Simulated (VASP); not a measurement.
# C8Cl in VASP: notebook

C8Cl is run at these levels: PBE+D3(BJ); tasks: single point.

Everything below comes from runs of VASP 6.6.1. Logs are shortened: lines on timing, memory, paths and dates and some standing lists are left out, and cuts for length are marked.

## Step 1: The cell of the first run

The cell holds a slab with vacuum, 9 atoms: a = 4.931 Å, b = 4.931 Å, c = 15.500 Å, α = 90.00°, β = 90.00°, γ = 120.00°.

## Step 2: Single point, PBE+D3(BJ), collinear spin

INCAR reads:

```
SYSTEM = C8Cl
PREC = Accurate
ENCUT = 520
EDIFF = 1E-6
ISMEAR = 0
SIGMA = 0.1
LREAL = .FALSE.
LASPH = .TRUE.
NELM = 150
ALGO = Normal
ISIF = 2
LWAVE = .FALSE.
LCHARG = .FALSE.
ISPIN = 2
MAGMOM = 0 0 0 0 0 0 0 0 1
LORBIT = 11
LDIPOL = .TRUE.
IDIPOL = 3
DIPOL = 0.5 0.5 0.279
GGA = PE
IVDW = 12
NBANDS = 34
```

KPOINTS reads:

```
Automatic mesh
0
G
  6 6 1
  0 0 0
```

POSCAR reads:

```
C8Cl
1.0
    4.9313048858      0.0000000001      0.0000000000
   -2.4656524429      4.2706353049      0.0000000000
    0.0000000000      0.0000000000     15.5000331949
C Cl
8 1
Direct
    0.3333333333      0.1666666667      0.2580650343
    0.3333333334      0.6666666667      0.2580650343
    0.8333333333      0.1666666667      0.2580650343
    0.8333333333      0.6666666667      0.2580650343
    0.1666666667      0.3333333333      0.2580650343
    0.1666666666      0.8333333333      0.2580650343
    0.6666666667      0.3333333333      0.2580650343
    0.6666666666      0.8333333333      0.2580650343
    0.4166666667      0.5000000000      0.4494938661
```

Potentials or basis: VASP PAW PBE potentials, release 64 (C, Cl).

Run with:

```bash
cat potpaw_PBE.64/C/POTCAR potpaw_PBE.64/Cl/POTCAR > POTCAR
mpirun -np 1 vasp_std > vasp.out
```

OUTCAR:

```text
SYSTEM = C8Cl
   PREC = Accurate
   ENCUT = 520
   EDIFF = 1E-6
   ISMEAR = 0
   LREAL = .FALSE.
   LASPH = .TRUE.
   NELM = 150
   ISIF = 2
   ISPIN = 2
   LORBIT = 11
   GGA = PE
   IVDW = 12
 IVDW          = 12

 ion  position               nearest neighbor table
   1  0.333  0.167  0.258-   5 1.42   6 1.42   7 1.42
   2  0.333  0.667  0.258-   8 1.42   6 1.42   5 1.42
   3  0.833  0.167  0.258-   7 1.42   8 1.42   5 1.42
   4  0.833  0.667  0.258-   8 1.42   6 1.42   7 1.42
   5  0.167  0.333  0.258-   1 1.42   2 1.42   3 1.42
   6  0.167  0.833  0.258-   4 1.42   2 1.42   1 1.42
   7  0.667  0.333  0.258-   3 1.42   4 1.42   1 1.42
   8  0.667  0.833  0.258-   2 1.42   4 1.42   3 1.42
   9  0.417  0.500  0.449-

  LATTYP: Found a hexagonal cell.
 ALAT       =     4.9313048858
 C/A-ratio  =     3.1431910121

  Lattice vectors:

 A1 = (   4.9313048858,   0.0000000001,   0.0000000000)
 A2 = (  -2.4656524429,   4.2706353049,   0.0000000000)
 A3 = (   0.0000000000,   0.0000000000,  15.5000331949)

Analysis of symmetry for initial positions (statically):
=====================================================================
 Subroutine PRICEL returns:
 Original cell was already a primitive cell.

 Routine SETGRP: Setting up the symmetry group for a
 hexagonal supercell.

 Subroutine GETGRP returns: Found  2 space group operations
 (whereof  1 operations were pure point group operations)
 out of a pool of 24 trial point group operations.

The static configuration has the point symmetry C_1 .
 The point group associated with its full space group is C_1h.

Analysis of symmetry for dynamics (positions and initial velocities):
=====================================================================
 Subroutine PRICEL returns:
 Original cell was already a primitive cell.

 Routine SETGRP: Setting up the symmetry group for a
 hexagonal supercell.

 Subroutine GETGRP returns: Found  2 space group operations
 (whereof  1 operations were pure point group operations)
 out of a pool of 24 trial point group operations.

The dynamic configuration has the point symmetry C_1 .
 The point group associated with its full space group is C_1h.

Analysis of structural, dynamic, and magnetic symmetry:
=====================================================================
 Subroutine PRICEL returns:
 Original cell was already a primitive cell.

 Routine SETGRP: Setting up the symmetry group for a
 hexagonal supercell.

 Subroutine GETGRP returns: Found  2 space group operations
 (whereof  1 operations were pure point group operations)
 out of a pool of 24 trial point group operations.

The overall configuration has the point symmetry C_1 .
 The point group associated with its full space group is C_1h.

 Subroutine INISYM returns: Found  2 space group operations
 (whereof  1 operations are pure point group operations),
 and found     1 'primitive' translations

----------------------------------------------------------------------------------------

                                     Primitive cell

  volume of cell :     326.4277

  direct lattice vectors                    reciprocal lattice vectors
     4.931304886  0.000000000  0.000000000     0.202786083  0.117078599  0.000000000
    -2.465652443  4.270635305  0.000000000    -0.000000000  0.234157199  0.000000000
     0.000000000  0.000000000 15.500033195     0.000000000  0.000000000  0.064515991

  length of vectors
     4.931304886  4.931304886 15.500033195     0.234157199  0.234157199  0.064515991

  position of ions in fractional coordinates (direct lattice)
     0.333333333  0.166666667  0.258065034
     0.333333333  0.666666667  0.258065034
     0.833333333  0.166666667  0.258065034
     0.833333333  0.666666667  0.258065034
     0.166666667  0.333333333  0.258065034
     0.166666667  0.833333333  0.258065034
     0.666666667  0.333333333  0.258065034
     0.666666667  0.833333333  0.258065034
     0.416666667  0.500000000  0.449493866

  ion indices of the primitive-cell ions
   primitive index   ion index
                 1           1
                 2           2
                 3           3
                 4           4
                 5           5
                 6           6
                 7           7
                 8           8
                 9           9

----------------------------------------------------------------------------------------

 KPOINTS: Automatic mesh

Automatic generation of k-mesh.
 Grid dimensions read from file:
 generate k-points for:    6    6    1

 Generating k-lattice:

  Cartesian coordinates                     Fractional coordinates (reciprocal lattice)
     0.033797680  0.019513100  0.000000000     0.166666667  0.000000000  0.000000000
    -0.000000000  0.039026200  0.000000000     0.000000000  0.166666667  0.000000000
     0.000000000  0.000000000  0.064515991     0.000000000  0.000000000  1.000000000

  Length of vectors
     0.039026200  0.039026200  0.064515991

  Shift w.r.t. Gamma in fractional coordinates (k-lattice)
     0.000000000  0.000000000  0.000000000

 Subroutine IBZKPT returns following result:
 ===========================================

 Found     13 irreducible k-points:

 Following reciprocal coordinates:
            Coordinates               Weight
  0.000000  0.000000  0.000000      1.000000
  0.166667 -0.000000  0.000000      4.000000
  0.000000  0.166667  0.000000      2.000000
  0.333333 -0.000000  0.000000      4.000000
  0.000000  0.333333  0.000000      2.000000
  0.500000 -0.000000  0.000000      2.000000
 -0.000000  0.500000  0.000000      1.000000
  0.166667  0.166667  0.000000      4.000000
 -0.333333  0.166667  0.000000      2.000000
  0.333333  0.166667  0.000000      4.000000
 -0.166667  0.500000  0.000000      4.000000
  0.500000  0.333333  0.000000      4.000000
  0.333333  0.333333  0.000000      2.000000
   k-points           NKPTS =     13   k-points in BZ     NKDIM =     13   number of bands    NBANDS=     34
   number of dos      NEDOS =    301   number of ions     NIONS =      9
   total plane-waves  NPLWV = 192000
   dimension x,y,z NGX =    40 NGY =   40 NGZ =  120
   dimension x,y,z NGXF=    80 NGYF=   80 NGZF=  240
   ions per type =               8   1
   NGX,Y,Z   is equivalent  to a cutoff of  13.48, 13.48, 12.87 a.u.
   NGXF,Y,Z  is equivalent  to a cutoff of  26.97, 26.97, 25.74 a.u.
 SYSTEM =  C8Cl
   PREC   = accura    normal or accurate (medium, high low for compatibility)
   ISTART =      0    job   : 0-new  1-cont  2-samecut
   ICHARG =      2    charge: 1-file 2-atom 10-const
   ISPIN  =      2    spin polarized calculation?
   LNONCOLLINEAR =      F non collinear calculations
   LSORBIT =      F    spin-orbit coupling
   LASPH  =      T    aspherical Exc in radial PAW
   ENCUT  =  520.0 eV  38.22 Ry    6.18 a.u.   9.17  9.17 28.82*2*pi/ulx,y,z
   NELM   =    150;   NELMIN=  2; NELMDL= -5     # of ELM steps
   EDIFF  = 0.1E-05   stopping-criterion for ELM
   LREAL  =      F    real-space projection
   EDIFFG = 0.1E-04   stopping-criterion for IOM
   NSW    =      0    number of steps for IOM
   IBRION =     -1    ionic relax: 0-MD 1-quasi-New 2-CG
   NFREE  =      0    steps in history (QN), initial steepest desc. (CG)
   ISIF   =      2    stress and relaxation
   ISYM   =      2    0-nonsym 1-usesym 2-fastsym
   POTIM  = 0.5000    time-step for ionic-motion
   TEBEG  =    0.0;   TEEND  =   0.0 temperature during run
   PSTRESS=    0.0 pullay stress
   NELECT =      39.0000    total number of electrons
   NUPDOWN=      -1.0000    fix difference up-down
   EMIN   =  10.00;   EMAX   =-10.00  energy-range for DOS
   EFERMI =   0.00;   METHOD = LEGACY
   ISMEAR =     0;   SIGMA  =   0.10  broadening in eV -4-tet -1-fermi 0-gaus
   EFERMI_NEDOS =   21; number of points for ismear=-14 and -15
   IALGO  =     38    algorithm
   IMIX   =      4    mixing-type and parameters
     AMIX     =   0.40;   BMIX     =  1.00
     AMIX_MAG =   1.60;   BMIX_MAG =  1.00
  volume/ion in A,a.u.               =      36.27       244.76
  Fermi-wavevector in a.u.,A,eV,Ry     =   0.806308  1.523700  8.845580  0.650132
  Thomas-Fermi vector in A             =   1.914715
   LORBIT       =     11    0 simple, 1 ext, 2 COOP (PROOUT), +10 PAW based schemes
   GGA     = PE    functional components
   LHFCALC =     F    Hartree Fock is set to
   AEXX    =    0.0000 exact exchange contribution
   IVDW    =    12    specifies the selected vdW correction
   LEPSILON=     F    determine dielectric tensor
   LRPA    =     F    only Hartree local field effects (RPA)
 spin polarized calculation
 Gauss-broadening in eV      SIGMA  =   0.10
  energy-cutoff  :      520.00
  volume of cell :      326.43
 maximum number of plane-waves:      8828
 NGX is ok and might be reduce to    40
   NGX = 19   NGY = 19   NGZ = 57

 dipolmoment           0.000000      0.000000     -0.026761 electrons x Angstroem

 number of electron      38.9999997 magnetization       0.8886461

 dipolmoment           0.000000      0.000000      0.339912 electrons x Angstroem

 Free energy of the ion-electron system (eV)
  ---------------------------------------------------
  ext. energy  EPLUGINS =         0.00000000
  ---------------------------------------------------
  free energy    TOTEN  =       -74.51796649 eV

  energy without entropy =      -74.48581561  energy(sigma->0) =      -74.50189105

 E-fermi :  -3.8313     XC(G=0):  -3.6909

 val. band max:       -3.8468291235   @ k =   0.1667  -0.0000   0.0000
 cond. band min:      -3.8282414041   @ k =   0.5000  -0.0000   0.0000
 fundamental gap:      0.0185877194
 Fermi energy:        -3.8312898952

 spin component 1

 k-point     1 :       0.0000    0.0000    0.0000
  band No.  band energies     occupation
      1     -22.3911      1.00000
      2     -17.1740      1.00000
      3     -17.1582      1.00000
      4     -17.1432      1.00000
      5     -16.7265      1.00000
      6     -16.1135      1.00000
[... 431 lines left out ...]
     30       5.2231      0.00000
     31       5.4514      0.00000
 Fermi energy:        -3.8312898952

 spin component 2

 k-point     1 :       0.0000    0.0000    0.0000
  band No.  band energies     occupation
      1     -22.3677      1.00000
      2     -17.1372      1.00000
      3     -17.1313      1.00000
      4     -17.1274      1.00000
      5     -16.1476      1.00000
      6     -16.0963      1.00000
[... 431 lines left out ...]
     30       5.2355      0.00000
     31       5.5903      0.00000
 [bands above 31 left out]

------------------------ aborting loop because EDIFF is reached ----------------------------------------

 vacuum level on the upper side and lower side of the slab       (xc-potential included)         1.183        -1.609

 Edisp (eV)   -0.88100

 E8    (eV) :    -0.2746

  FORCE on cell =-STRESS in cart. coord.  units (eV):
  Direction    XX          YY          ZZ          XY          YZ          ZX
  --------------------------------------------------------------------------------------
  -------------------------------------------------------------------------------------
  Total      -0.38399    -0.35971    -0.03077    -0.00000    -0.00000    -0.01654
  in kB      -1.88471    -1.76553    -0.15101    -0.00000    -0.00000    -0.08118
  external pressure =       -1.27 kB  Pullay stress =        0.00 kB

 VOLUME and BASIS-vectors are now :
 -----------------------------------------------------------------------------
  energy-cutoff  :      520.00
  volume of cell :      326.43
      direct lattice vectors                 reciprocal lattice vectors
     4.931304886  0.000000000  0.000000000     0.202786083  0.117078599  0.000000000
    -2.465652443  4.270635305  0.000000000    -0.000000000  0.234157199  0.000000000
     0.000000000  0.000000000 15.500033195     0.000000000  0.000000000  0.064515991

 POSITION                                       TOTAL-FORCE (eV/Angst)
 -----------------------------------------------------------------------------------
      1.23283      0.71177      4.00002         0.051710     -0.063993     -0.006659
      0.00000      2.84709      4.00002        -0.044685      0.087226      0.050667
      3.69848      0.71177      4.00002        -0.014791     -0.029858     -0.045560
      2.46565      2.84709      4.00002         0.010555      0.000194      0.001141
      0.00000      1.42355      4.00002        -0.044685     -0.087226      0.050667
     -1.23283      3.55886      4.00002        -0.014791      0.029858     -0.045560
      2.46565      1.42355      4.00002         0.010555     -0.000194      0.001141
      1.23283      3.55886      4.00002         0.051710      0.063993     -0.006659
      0.82188      2.13532      6.96717        -0.005578     -0.000000      0.000823
 -----------------------------------------------------------------------------------
    total drift:                               -0.000097      0.000000     -0.000247

  FREE ENERGIE OF THE ION-ELECTRON SYSTEM (eV)
  ---------------------------------------------------
  free  energy   TOTEN  =       -75.3989709153 eV

  energy  without entropy=      -75.3668200310  energy(sigma->0) =      -75.38289547

 vacuum level on the upper side and lower side of the slab         4.098         1.201

 total charge

# of ion       s       p       d       tot
------------------------------------------
    1        0.865   1.779   0.000   2.644
    2        0.865   1.777   0.000   2.642
    3        0.863   1.783   0.000   2.647
    4        0.864   1.780   0.000   2.644
    5        0.865   1.777   0.000   2.642
    6        0.863   1.783   0.000   2.647
    7        0.864   1.780   0.000   2.644
    8        0.865   1.779   0.000   2.644
    9        1.617   3.350   0.000   4.967
--------------------------------------------------
tot          8.532  17.588   0.000  26.120

 magnetization (x)

# of ion       s       p       d       tot
------------------------------------------
    1        0.000   0.010   0.000   0.010
    2        0.001   0.016   0.000   0.017
    3       -0.000   0.003   0.000   0.002
    4        0.000   0.009   0.000   0.009
    5        0.001   0.016   0.000   0.017
    6       -0.000   0.003   0.000   0.002
    7        0.000   0.009   0.000   0.009
    8        0.000   0.010   0.000   0.010
    9        0.011   0.533   0.000   0.544
--------------------------------------------------
tot          0.014   0.607   0.000   0.621
```

Run time: 13 min. Hardware: 1 thread of AMD EPYC 7R43 (Zen 3), shared host; peak memory 0.66 GiB.

Results:

| Item | Value |
| --- | --- |
| Free energy | -75.3990 eV |
| Largest force | 0.110 eV/Å |
| Net moment | 0.89 μB per cell |
| Site moments | C +0.01, +0.02, +0.00 (each value once); Cl +0.54 μB |
| Valence electrons inside the program's atomic spheres | C 2.64, 2.65 (each value once); Cl 4.97 |
| Dispersion energy per atom | -0.098 eV |

Forces in eV/Å, atoms in the order of the input:
```
C    0.052 -0.064 -0.007
C   -0.045  0.087  0.051
C   -0.015 -0.030 -0.046
C    0.011  0.000  0.001
C   -0.045 -0.087  0.051
C   -0.015  0.030 -0.046
C    0.011  0.000  0.001
C    0.052  0.064 -0.007
Cl  -0.006  0.000  0.001
```

(Continued in part 2 of 2.)
